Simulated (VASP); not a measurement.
# WSe2: single point with PBEsol+D3(BJ)

WSe2:

```
CELL_PARAMETERS angstrom
3.23088 0.00000 0.00000
-1.61544 2.79803 0.00000
0.00000 0.00000 12.41704
ATOMIC_POSITIONS crystal
W 0.66667 0.33333 0.24992
W 0.33333 0.66667 0.75008
Se 0.33333 0.66667 0.38529
Se 0.66667 0.33333 0.88545
Se 0.33333 0.66667 0.11455
Se 0.66667 0.33333 0.61471
```

```yaml
Program: VASP 6.6.1
Task: single point
Functional: PBEsol
Dispersion: D3(BJ)
Potentials_or_basis: VASP PAW PBE potentials, release 64 (W_sv, Se)
Cutoff: 520 eV
k_mesh: 12 × 12 × 4
Occupations: gaussian, width 0.02 eV
Spin: no spin polarisation
Dipole_correction: no
Further_INCAR_settings: ALGO = Normal; EDIFF = 1e-06; NBANDS = 35
```

```
Pressure                   : 0.5 GPa
Largest force              : 0.068 eV/Å
Band gap on the k mesh     : 0.70 eV (least direct gap 1.65 eV)
Dispersion energy per atom : -0.476 eV
```

Forces on the atoms (eV/Å):
```
W    0.000  0.000  0.003
W    0.000  0.000 -0.003
Se   0.000  0.000  0.068
Se   0.000  0.000  0.067
Se   0.000  0.000 -0.067
Se   0.000  0.000 -0.068
```

Stress tensor (GPa, compression positive):
```
0.41 0.00 0.00
0.00 0.41 0.00
0.00 0.00 0.59
```

Levels at points of the mesh, in eV from the valence-band top:
```
           k point  band 23  band 24  band 25  band 26  band 27  band 28  band 29  band 30
(0.00, 0.00, 0.00)    -1.49    -1.48    -0.78     0.00     2.66     2.66     2.68     2.68
(0.50, 0.00, 0.00)    -1.69    -1.47    -1.45    -1.01     2.18     2.23     2.29     2.79
(0.00, 0.00, 0.50)    -1.54    -1.54    -0.19    -0.19     2.65     2.65     2.65     2.65
(0.50, 0.00, 0.50)    -1.53    -1.53    -1.24    -1.24     2.25     2.25     2.54     2.54
```

Wall time 2.5 min on 1 thread of Intel(R) Xeon(R) Platinum 8488C (Sapphire Rapids), with other jobs on the host, peak memory 0.38 GiB.

Caveat: the PAW data sets were made with another functional, which shifts forces and pressure a little; spin-orbit coupling is left out, which moves the levels of the heavy elements. A k mesh can miss the band edges.
